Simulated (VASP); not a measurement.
## NbTe8Mo3: single point with PBE

The system is NbTe8Mo3.

```
Nb Te Mo
1.0
     7.10382    0.00000    0.00000
    -3.55191    6.15209    0.00000
     0.00000    0.00000    7.70999
Nb Te Mo
1 8 3
Direct
  0.00000 0.00000 0.00000
  0.33333 0.66667 0.76355
  0.33748 0.16874 0.75847
  0.83126 0.66252 0.75847
  0.83126 0.16874 0.75847
  0.16874 0.83126 0.24153
  0.16874 0.33748 0.24153
  0.66252 0.83126 0.24153
  0.66667 0.33333 0.23645
  0.00000 0.50000 0.00000
  0.50000 0.50000 0.00000
  0.50000 0.00000 0.00000
```

| Property | Result |
| --- | --- |
| Program | VASP 6.6.1 |
| Task | single point |
| Functional | PBE |
| Potentials or basis | VASP PAW PBE potentials, release 64 (Nb_sv, Te, Mo_sv) |
| Cutoff | 500 eV |
| k mesh | 3 × 3 × 4 |
| Occupations | gaussian, width 0.1 eV |
| Spin | no spin polarisation |

```yaml
Pressure: 0.1 GPa
Largest_force: 0.035 eV/Å
Band_gap_on_the_k_mesh: zero (an odd number of electrons rules out a gap without spin polarisation)
```

Forces on the atoms (eV/Å):
```
Nb   0.000  0.000  0.000
Te   0.000  0.000 -0.035
Te  -0.005 -0.003 -0.024
Te   0.000  0.006 -0.024
Te   0.005 -0.003 -0.024
Te  -0.005  0.003  0.024
Te   0.000 -0.006  0.024
Te   0.005  0.003  0.024
Te   0.000  0.000  0.035
Mo   0.000  0.000  0.000
Mo   0.000  0.000  0.000
Mo   0.000  0.000  0.000
```

Stress tensor (GPa, compression positive):
```
0.02 0.00 0.00
0.00 0.02 0.00
0.00 0.00 0.26
```

Levels at points of the mesh, in eV from the Fermi level:
```csv
k point,band 50,band 51,band 52,band 53,band 54,band 55
"(0.00, 0.00, 0.00)",-0.53,-0.36,-0.36,0.82,1.04,1.04
"(0.00, 0.00, 0.50)",-0.42,-0.36,-0.36,0.82,1.06,1.06
```

Wall time 3.6 min on 1 thread of AMD EPYC 9R45 96-Core Processor (Zen 5), with other jobs on the host, peak memory 0.47 GiB.

Caveat: spin-orbit coupling is left out, which moves the levels of the heavy elements; this functional lacks dispersion, which binds the layers, so the pressure and a relaxed spacing across them are unreliable.
